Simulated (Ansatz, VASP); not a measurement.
Two plane-wave programs on Ta3HN3

```xyz
7
Lattice="3.1228 0.0000 0.0000 0.0000 3.1228 0.0000 0.0000 0.0000 21.5908" Properties=species:S:1:pos:R:3 pbc="T T T"
Ta    0.0000    0.0000    4.0000
Ta    1.5614    1.5614    6.2405
Ta    0.0000    0.0000    8.2745
N     1.5614    1.5614    4.0000
N     0.0000    0.0000    6.1403
N     1.5614    1.5614    8.5908
H     3.1228    3.1228   10.4408
```

Alike in both runs: task single point; functional PBE; k mesh 9 × 9 × 1; occupations gaussian, width 0.1 eV; collinear spin.

```csv
,VASP,Ansatz
version,VASP 6.6.1,Ansatz 0.2.0
potentials or method,"VASP PAW PBE potentials, release 64 (Ta_pv, N, H), cutoff 520 eV","scalar-relativistic, plane waves, PAW"
valence electrons in the cell,49,55
```

|  | VASP | Ansatz | Ansatz less VASP |
| --- | --- | --- | --- |
| gap on the k mesh at the Fermi level (eV) | none | none | - |
| rms of the force components (eV/Å) | 1.370 | 1.368 | -0.0026 |
| net moment per atom (μB) | 0.00 | 0.00 | 0.000 |

A gap of «none» marks a metal or a gap that the smearing closes. The functional is the same, so the differences come from potentials, cutoffs and numerics. VASP's potentials hold 49 valence electrons a cell and Ansatz's 55, so a difference there can come from the potentials and not from the codes. Ansatz's warnings: seeded moment not kept.

Spin-orbit coupling is off throughout.
